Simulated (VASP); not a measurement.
# KCl (P1) in VASP: notebook

The runs below take KCl through single point, with r2SCAN.

Everything below comes from runs of VASP 6.6.1. Logs are shortened: lines on timing, memory, paths and dates and some standing lists are left out, and cuts for length are marked.

## 1. The cell of the first run

The typed cell holds 4 atoms: a = 5.350 Å, b = 5.350 Å, c = 6.246 Å, α = 90.00°, β = 90.00°, γ = 120.00°.

## 2. Single point, r2SCAN

Input file POSCAR:

```
KCl
1.0
    5.3496410000      0.0000000000      0.0000000000
   -2.6748200000      4.6329250000      0.0000000000
    0.0000000000      0.0000000000      6.2459830000
K Cl
2 2
Direct
    0.3215634876      0.6542257861     -0.0620992724
    0.6713871393      0.3187938505      0.4472799558
    0.3407667940      0.6943401847      0.4363631793
    0.6833597034      0.3455197311      0.9312383655
```

Input file INCAR.step1:

```
SYSTEM = KCl
ALGO = Normal ; EDIFF = 1E-4
ENCUT = 520 ; GGA = PE
ISMEAR = -1 ; LASPH = .True.
LCHARG = .False. ; LREAL = .False.
LWAVE = .True. ; NBANDS = 24
NELM = 60 ; PREC = Accurate
SIGMA = 0.069
```

Input file INCAR.step2:

```
SYSTEM = KCl
ALGO = Normal ; EDIFF = 1E-6
ENCUT = 520 ; ISIF = 2
ISMEAR = -1 ; ISTART = 1
LASPH = .True. ; LCHARG = .False.
LMIXTAU = .True. ; LREAL = .False.
LWAVE = .False. ; METAGGA = R2SCAN
NBANDS = 24 ; NELM = 60
PREC = Accurate ; SIGMA = 0.069
```

Input file KPOINTS:

```
k-points
0
Gamma
  6 6 2
  0 0 0
```

Potentials or basis: VASP PAW PBE potentials, release 64 (K_sv, Cl).

Launch:

```
> cat potpaw_PBE.64/K_sv/POTCAR potpaw_PBE.64/Cl/POTCAR > POTCAR
> cp INCAR.step1 INCAR
> mpirun -np 1 vasp_std > vasp.out
> cp INCAR.step2 INCAR
> mpirun -np 1 vasp_std > vasp.out
```

OUTCAR:

```text
SYSTEM = KCl
   EDIFF = 1E-6
   ENCUT = 520
   ISIF = 2
   ISMEAR = -1
   ISTART = 1
   LASPH = .True.
   LREAL = .False.
   METAGGA = R2SCAN
   NELM = 60
   PREC = Accurate

 ion  position               nearest neighbor table
   1  0.322  0.654  0.938-   4 2.96   4 3.11   3 3.12   3 3.14   4 3.20
   2  0.671  0.319  0.447-   3 2.90   4 3.03   3 3.11   4 3.23
   3  0.341  0.694  0.436-   2 2.90   2 3.11   1 3.12   1 3.14
   4  0.683  0.346  0.931-   1 2.96   2 3.03   1 3.11   1 3.20   2 3.23

  LATTYP: Found a hexagonal cell.
 ALAT       =     5.3496410000
 C/A-ratio  =     1.1675518039

  Lattice vectors:

 A1 = (   5.3496410000,   0.0000000000,   0.0000000000)
 A2 = (  -2.6748200000,   4.6329250000,   0.0000000000)
 A3 = (   0.0000000000,   0.0000000000,   6.2459830000)

Analysis of symmetry for initial positions (statically):
=====================================================================
 Subroutine PRICEL returns:
 Original cell was already a primitive cell.

 Routine SETGRP: Setting up the symmetry group for a
 hexagonal supercell.

 Subroutine GETGRP returns: Found  1 space group operations
 (whereof  1 operations were pure point group operations)
 out of a pool of 24 trial point group operations.

The static configuration has the point symmetry C_1 .

Analysis of symmetry for dynamics (positions and initial velocities):
=====================================================================
 Subroutine PRICEL returns:
 Original cell was already a primitive cell.

 Routine SETGRP: Setting up the symmetry group for a
 hexagonal supercell.

 Subroutine GETGRP returns: Found  1 space group operations
 (whereof  1 operations were pure point group operations)
 out of a pool of 24 trial point group operations.

The dynamic configuration has the point symmetry C_1 .

 Subroutine INISYM returns: Found  1 space group operations
 (whereof  1 operations are pure point group operations),
 and found     1 'primitive' translations

----------------------------------------------------------------------------------------

                                     Primitive cell

  volume of cell :     154.8035

  direct lattice vectors                    reciprocal lattice vectors
     5.349641000  0.000000000  0.000000000     0.186928431  0.107923160  0.000000000
    -2.674820000  4.632925000  0.000000000     0.000000000  0.215846361  0.000000000
     0.000000000  0.000000000  6.245983000     0.000000000  0.000000000  0.160102901

  length of vectors
     5.349641000  5.349640744  6.245983000     0.215846350  0.215846361  0.160102901

  position of ions in fractional coordinates (direct lattice)
     0.321563488  0.654225786  0.937900728
     0.671387139  0.318793851  0.447279956
     0.340766794  0.694340185  0.436363179
     0.683359703  0.345519731  0.931238366

  ion indices of the primitive-cell ions
   primitive index   ion index
                 1           1
                 2           2
                 3           3
                 4           4

----------------------------------------------------------------------------------------

 KPOINTS: k-points

Automatic generation of k-mesh.
 Grid dimensions read from file:
 generate k-points for:    6    6    2

 Generating k-lattice:

  Cartesian coordinates                     Fractional coordinates (reciprocal lattice)
     0.031154739  0.017987193  0.000000000     0.166666667  0.000000000  0.000000000
     0.000000000  0.035974393  0.000000000     0.000000000  0.166666667  0.000000000
     0.000000000  0.000000000  0.080051451     0.000000000  0.000000000  0.500000000

  Length of vectors
     0.035974392  0.035974393  0.080051451

  Shift w.r.t. Gamma in fractional coordinates (k-lattice)
     0.000000000  0.000000000  0.000000000

 Subroutine IBZKPT returns following result:
 ===========================================

 Found     40 irreducible k-points:

 Following reciprocal coordinates:
            Coordinates               Weight
  0.000000  0.000000  0.000000      1.000000
  0.166667 -0.000000  0.000000      2.000000
  0.000000  0.166667  0.000000      2.000000
 -0.166667  0.166667  0.000000      2.000000
  0.333333  0.000000  0.000000      2.000000
  0.000000  0.333333  0.000000      2.000000
[... 16 lines left out ...]
  0.000000  0.166667  0.500000      2.000000
 -0.166667  0.166667  0.500000      2.000000
 [... further k-points ...]
   k-points           NKPTS =     40   k-points in BZ     NKDIM =     40   number of bands    NBANDS=     24
   number of dos      NEDOS =    301   number of ions     NIONS =      4
   total plane-waves  NPLWV =  76800
   dimension x,y,z NGX =    40 NGY =   40 NGZ =   48
   dimension x,y,z NGXF=    80 NGYF=   80 NGZF=   96
   ions per type =               2   2
   NGX,Y,Z   is equivalent  to a cutoff of  12.43, 12.43, 12.78 a.u.
   NGXF,Y,Z  is equivalent  to a cutoff of  24.86, 24.86, 25.55 a.u.
 SYSTEM =  KCl
   PREC   = accura    normal or accurate (medium, high low for compatibility)
   ISTART =      1    job   : 0-new  1-cont  2-samecut
   ICHARG =      0    charge: 1-file 2-atom 10-const
   ISPIN  =      1    spin polarized calculation?
   LNONCOLLINEAR =      F non collinear calculations
   LSORBIT =      F    spin-orbit coupling
   LASPH  =      T    aspherical Exc in radial PAW
   ENCUT  =  520.0 eV  38.22 Ry    6.18 a.u.   9.95  9.95 11.61*2*pi/ulx,y,z
   NELM   =     60;   NELMIN=  2; NELMDL=  0     # of ELM steps
   EDIFF  = 0.1E-05   stopping-criterion for ELM
   LREAL  =      F    real-space projection
   EDIFFG = 0.1E-04   stopping-criterion for IOM
   NSW    =      0    number of steps for IOM
   IBRION =     -1    ionic relax: 0-MD 1-quasi-New 2-CG
   NFREE  =      0    steps in history (QN), initial steepest desc. (CG)
   ISIF   =      2    stress and relaxation
   ISYM   =      2    0-nonsym 1-usesym 2-fastsym
   POTIM  = 0.5000    time-step for ionic-motion
   TEBEG  =    0.0;   TEEND  =   0.0 temperature during run
   PSTRESS=    0.0 pullay stress
   NELECT =      32.0000    total number of electrons
   NUPDOWN=      -1.0000    fix difference up-down
   EMIN   =  10.00;   EMAX   =-10.00  energy-range for DOS
   EFERMI =   0.00;   METHOD = LEGACY
   ISMEAR =    -1;   SIGMA  =   0.07  broadening in eV -4-tet -1-fermi 0-gaus
   EFERMI_NEDOS =   21; number of points for ismear=-14 and -15
   IALGO  =     38    algorithm
   IMIX   =      4    mixing-type and parameters
     AMIX     =   0.40;   BMIX     =  1.00
     AMIX_MAG =   1.60;   BMIX_MAG =  1.00
  volume/ion in A,a.u.               =      38.70       261.17
  Fermi-wavevector in a.u.,A,eV,Ry     =   0.967976  1.829209 12.748353  0.936978
  Thomas-Fermi vector in A             =   2.097907
   LORBIT       =      0    0 simple, 1 ext, 2 COOP (PROOUT), +10 PAW based schemes
   METAGGA = R2SCAN    functional components
   LHFCALC =     F    Hartree Fock is set to
   AEXX    =    0.0000 exact exchange contribution
   IVDW    =     0    specifies the selected vdW correction
   LEPSILON=     F    determine dielectric tensor
   LRPA    =     F    only Hartree local field effects (RPA)
 non-spin polarized calculation
  energy-cutoff  :      520.00
  volume of cell :      154.80
 maximum number of plane-waves:      4194
   NGX = 19   NGY = 19   NGZ = 23

 number of electron      32.0000000 magnetization

 Free energy of the ion-electron system (eV)
  ---------------------------------------------------
  ext. energy  EPLUGINS =         0.00000000
  ---------------------------------------------------
  free energy    TOTEN  =       -32.67507625 eV

  energy without entropy =      -32.67507625  energy(sigma->0) =      -32.67507625

 E-fermi :  -1.3929     XC(G=0):  -6.8103

 val. band max:       -3.0539208369   @ k =   0.0000   0.0000   0.0000
 cond. band min:       2.2959825188   @ k =   0.0000   0.0000   0.0000
 fundamental gap:      5.3499033557
 Fermi energy:        -1.3929345416

 k-point     1 :       0.0000    0.0000    0.0000
  band No.  band energies     occupation
      1     -31.4788      2.00000
      2     -31.4524      2.00000
      3     -15.6705      2.00000
      4     -15.5950      2.00000
      5     -14.2718      2.00000
      6     -14.2404      2.00000
[... 16 lines left out ...]
     23       6.8795      0.00000
     24       6.9859      0.00000

 k-point     2 :       0.1667   -0.0000    0.0000
  band No.  band energies     occupation
      1     -31.4782      2.00000
      2     -31.4525      2.00000
      3     -15.7029      2.00000
      4     -15.6395      2.00000
      5     -14.2656      2.00000
      6     -14.2491      2.00000
[... 16 lines left out ...]
     23       6.8453      0.00000
     24       7.1001      0.00000

 k-point     3 :       0.0000    0.1667    0.0000
  band No.  band energies     occupation
      1     -31.4782      2.00000
      2     -31.4525      2.00000
      3     -15.7016      2.00000
      4     -15.6363      2.00000
      5     -14.2658      2.00000
      6     -14.2463      2.00000
[... 16 lines left out ...]
     23       6.8375      0.00000
     24       7.1044      0.00000

 k-point     4 :      -0.1667    0.1667    0.0000
  band No.  band energies     occupation
      1     -31.4783      2.00000
      2     -31.4525      2.00000
      3     -15.6949      2.00000
      4     -15.6293      2.00000
      5     -14.2667      2.00000
      6     -14.2528      2.00000
[... 16 lines left out ...]
     23       6.7048      0.00000
     24       7.1155      0.00000

 k-point     5 :       0.3333    0.0000    0.0000
  band No.  band energies     occupation
      1     -31.4770      2.00000
      2     -31.4528      2.00000
      3     -15.7609      2.00000
      4     -15.7220      2.00000
      5     -14.2581      2.00000
      6     -14.2458      2.00000
[... 16 lines left out ...]
     23       6.9116      0.00000
     24       7.1309      0.00000

 k-point     6 :       0.0000    0.3333    0.0000
  band No.  band energies     occupation
      1     -31.4771      2.00000
      2     -31.4527      2.00000
      3     -15.7638      2.00000
      4     -15.7066      2.00000
      5     -14.2548      2.00000
      6     -14.2473      2.00000
[... 16 lines left out ...]
     23       6.8935      0.00000
     24       7.1454      0.00000
[... 379 lines left out ...]
 k-point    21 :       0.0000    0.0000    0.5000
  band No.  band energies     occupation
      1     -31.4771      2.00000
      2     -31.4538      2.00000
      3     -15.7350      2.00000
      4     -15.7339      2.00000
      5     -14.2333      2.00000
      6     -14.2236      2.00000
[... 16 lines left out ...]
     23       7.3702      0.00000
     24       7.4186      0.00000

 k-point    22 :       0.1667   -0.0000    0.5000
  band No.  band energies     occupation
      1     -31.4769      2.00000
      2     -31.4536      2.00000
      3     -15.7709      2.00000
      4     -15.7654      2.00000
      5     -14.2350      2.00000
      6     -14.2197      2.00000
[... 16 lines left out ...]
     23       7.2507      0.00000
     24       7.3664      0.00000

 k-point    23 :       0.0000    0.1667    0.5000
  band No.  band energies     occupation
      1     -31.4769      2.00000
      2     -31.4535      2.00000
      3     -15.7731      2.00000
      4     -15.7592      2.00000
      5     -14.2291      2.00000
      6     -14.2183      2.00000
[... 16 lines left out ...]
     23       7.2534      0.00000
     24       7.4709      0.00000

 k-point    24 :      -0.1667    0.1667    0.5000
  band No.  band energies     occupation
      1     -31.4769      2.00000
      2     -31.4536      2.00000
      3     -15.7646      2.00000
      4     -15.7555      2.00000
      5     -14.2367      2.00000
      6     -14.2131      2.00000
[... 16 lines left out ...]
     23       7.2811      0.00000
     24       7.3854      0.00000

 [... further k-points ...]
[... 5 lines left out ...]
  --------------------------------------------------------------------------------------
  -------------------------------------------------------------------------------------
  Total       -0.0168955      0.5125181      0.0873445      0.4209630      0.0495207      0.0024275
  in kB       -0.1748643      5.3044343      0.9039937      4.3568625      0.5125273      0.0251242
  external PRESSURE =       2.0111879 kB  Pullay stress =       0.0000000 kB

 VOLUME and BASIS-vectors are now :
 -----------------------------------------------------------------------------
  energy-cutoff  :      520.00
  volume of cell :      154.80
      direct lattice vectors                 reciprocal lattice vectors
     5.349641000  0.000000000  0.000000000     0.186928431  0.107923160  0.000000000
    -2.674820000  4.632925000  0.000000000     0.000000000  0.215846361  0.000000000
     0.000000000  0.000000000  6.245983000     0.000000000  0.000000000  0.160102901

 POSITION                                       TOTAL-FORCE (eV/Angst)
 -----------------------------------------------------------------------------------
     -0.02969      3.03098      5.85811         0.178658      0.178620      0.004217
      2.73896      1.47695      2.79370        -0.085188      0.372643     -0.175031
     -0.03426      3.21683      2.72552         0.080967     -0.389383      0.011354
      2.73153      1.60077      5.81650        -0.174436     -0.161880      0.159460
 -----------------------------------------------------------------------------------
    total drift:                                0.002177      0.000787      0.003119

  FREE ENERGIE OF THE ION-ELECTRON SYSTEM (eV)
  ---------------------------------------------------
  free  energy   TOTEN  =       -32.6750762543 eV

  energy  without entropy=      -32.6750762543  energy(sigma->0) =      -32.67507625
```

Wall time 3.5 min (1 thread of Intel Xeon 6975P-C (Granite Rapids), shared host); peak memory 0.35 GiB.

What came out:

| Quantity | Value |
| --- | --- |
| Free energy | -32.6751 eV |
| Pressure | 0.2 GPa |
| Largest force | 0.420 eV/Å |
| Band gap on the k mesh | 5.35 eV |

Forces on the atoms (eV/Å):
```
K    0.179  0.179  0.004
K   -0.085  0.373 -0.175
Cl   0.081 -0.389  0.011
Cl  -0.174 -0.162  0.159
```

Caveat: the k points lie up to 0.50 Å⁻¹ apart; the atoms stand as in a frame of molecular dynamics; the PAW data sets were made with another functional, which shifts forces and pressure a little. A k mesh can miss the band edges.

## 3. Single point, r2SCAN

This run uses another cell than the first one, of 39.16 Å³/atom.

Input file POSCAR:

```
KCl
1.0
    5.3707030000      0.0000000000      0.0000000000
   -2.6853520000      4.6511650000      0.0000000000
    0.0000000000      0.0000000000      6.2705740000
K Cl
2 2
Direct
    0.3142098233      0.6483863720     -0.0619664165
    0.6757983397      0.3098752678      0.4528322288
    0.3503843704      0.7057515698      0.4360186165
    0.6880363377      0.3465060904      0.9263214181
```

Input file INCAR.step1:

```
SYSTEM = KCl
  PREC = Accurate
  ENCUT = 520
  ISMEAR = -1
  SIGMA = 0.069
  LREAL = .FALSE.
  LASPH = .TRUE.
  NELM = 80
  NBANDS = 24
  GGA = PE
  ALGO = Normal
  EDIFF = 1E-4
  LWAVE = .TRUE.
  LCHARG = .FALSE.
```

Input file INCAR.step2:

```
SYSTEM = KCl
  PREC = Accurate
  ENCUT = 520
  EDIFF = 1E-6
  ISMEAR = -1
  SIGMA = 0.069
  LREAL = .FALSE.
  LASPH = .TRUE.
  NELM = 80
  ALGO = Normal
  ISIF = 2
  LWAVE = .FALSE.
  LCHARG = .FALSE.
  METAGGA = R2SCAN
  LMIXTAU = .TRUE.
  NBANDS = 24
  ISTART = 1
```

Input file KPOINTS:

```
Automatic mesh
0
G
  6 6 2
  0 0 0
```

Potentials or basis: VASP PAW PBE potentials, release 64 (K_sv, Cl).

Launch:

```
> cat potpaw_PBE.64/K_sv/POTCAR potpaw_PBE.64/Cl/POTCAR > POTCAR
> cp INCAR.step1 INCAR
> mpirun -np 1 vasp_std > vasp.out
> cp INCAR.step2 INCAR
> mpirun -np 1 vasp_std > vasp.out
```

OUTCAR:

```text
SYSTEM = KCl
   PREC = Accurate
   ENCUT = 520
   EDIFF = 1E-6
   ISMEAR = -1
   LREAL = .FALSE.
   LASPH = .TRUE.
   NELM = 80
   ISIF = 2
   METAGGA = R2SCAN
   ISTART = 1

 ion  position               nearest neighbor table
   1  0.314  0.648  0.938-   4 2.91   3 3.13   4 3.15   3 3.16
   2  0.676  0.310  0.453-   3 2.81   4 2.97   3 3.16
   3  0.350  0.706  0.436-   2 2.81   1 3.13   2 3.16   1 3.16
   4  0.688  0.347  0.926-   1 2.91   2 2.97   1 3.15

  LATTYP: Found a hexagonal cell.
 ALAT       =     5.3707030000
[... 837 lines left out ...]
     23       7.1718      0.00000
     24       7.3213      0.00000

 [... further k-points ...]
[... 5 lines left out ...]
  --------------------------------------------------------------------------------------
  -------------------------------------------------------------------------------------
  Total       -0.0779538      0.9334332      0.0513273      0.5779280      0.1183512      0.0124936
  in kB       -0.7973477      9.5475871      0.5249991      5.9113159      1.2105505      0.1277902
  external PRESSURE =       3.0917461 kB  Pullay stress =       0.0000000 kB

 VOLUME and BASIS-vectors are now :
 -----------------------------------------------------------------------------
  energy-cutoff  :      520.00
  volume of cell :      156.64
      direct lattice vectors                 reciprocal lattice vectors
     5.370703000  0.000000000  0.000000000     0.186195364  0.107499969  0.000000000
    -2.685352000  4.651165000  0.000000000     0.000000000  0.214999898  0.000000000
     0.000000000  0.000000000  6.270574000     0.000000000  0.000000000  0.159475034

 POSITION                                       TOTAL-FORCE (eV/Angst)
 -----------------------------------------------------------------------------------
     -0.05362      3.01575      5.88201         0.293400      0.237313      0.011366
      2.79739      1.44128      2.83952        -0.073490      0.615735     -0.275664
     -0.01338      3.28257      2.73409         0.052155     -0.648339      0.002664
      2.76475      1.61166      5.80857        -0.272065     -0.204710      0.261634
 -----------------------------------------------------------------------------------
    total drift:                                0.000940      0.001731      0.003210

  FREE ENERGIE OF THE ION-ELECTRON SYSTEM (eV)
  ---------------------------------------------------
  free  energy   TOTEN  =       -32.5972377371 eV

  energy  without entropy=      -32.5972377370  energy(sigma->0) =      -32.59723774
```

OSZICAR.step1:

```text
N       E                     dE             d eps       ncg     rms          rms(c)
DAV:   1     0.244266224517E+03    0.24427E+03   -0.13982E+04  1920   0.114E+03
DAV:   2     0.836023507379E+01   -0.23591E+03   -0.22277E+03  2440   0.300E+02
DAV:   3    -0.135898917170E+02   -0.21950E+02   -0.21851E+02  3184   0.784E+01
DAV:   4    -0.141592537525E+02   -0.56936E+00   -0.56844E+00  2720   0.134E+01
DAV:   5    -0.141922752129E+02   -0.33021E-01   -0.33020E-01  2960   0.219E+00    0.511E+00
DAV:   6    -0.133514106141E+02    0.84086E+00   -0.14113E+00  2320   0.467E+00    0.399E+00
DAV:   7    -0.132679370307E+02    0.83474E-01   -0.41686E-01  2424   0.267E+00    0.246E+00
DAV:   8    -0.133037661447E+02   -0.35829E-01   -0.72341E-02  2448   0.150E+00    0.491E-01
DAV:   9    -0.133062468797E+02   -0.24807E-02   -0.66443E-03  2544   0.379E-01    0.216E-01
DAV:  10    -0.133133069367E+02   -0.70601E-02   -0.43360E-03  1968   0.349E-01    0.411E-02
DAV:  11    -0.133135799604E+02   -0.27302E-03   -0.20872E-04  2024   0.770E-02    0.299E-02
DAV:  12    -0.133136488773E+02   -0.68917E-04   -0.94874E-05  1576   0.704E-02
   1 F= -.13313649E+02 E0= -.13313649E+02  d E =-.671540E-10
```

Run time: 3.2 min. Hardware: 1 thread of Intel Xeon 6975P-C (Granite Rapids), shared host; peak memory 0.35 GiB.

What came out:

```
Free energy            : -32.5972 eV
Pressure               : 0.3 GPa
Largest force          : 0.679 eV/Å
Band gap on the k mesh : 5.34 eV
```

Forces in eV/Å, atoms in the order of the input:
```
K    0.293  0.237  0.011
K   -0.073  0.616 -0.276
Cl   0.052 -0.648  0.003
Cl  -0.272 -0.205  0.262
```

Caveat: the k points lie up to 0.50 Å⁻¹ apart; the atoms stand as in a frame of molecular dynamics; the PAW data sets were made with another functional, which shifts forces and pressure a little.
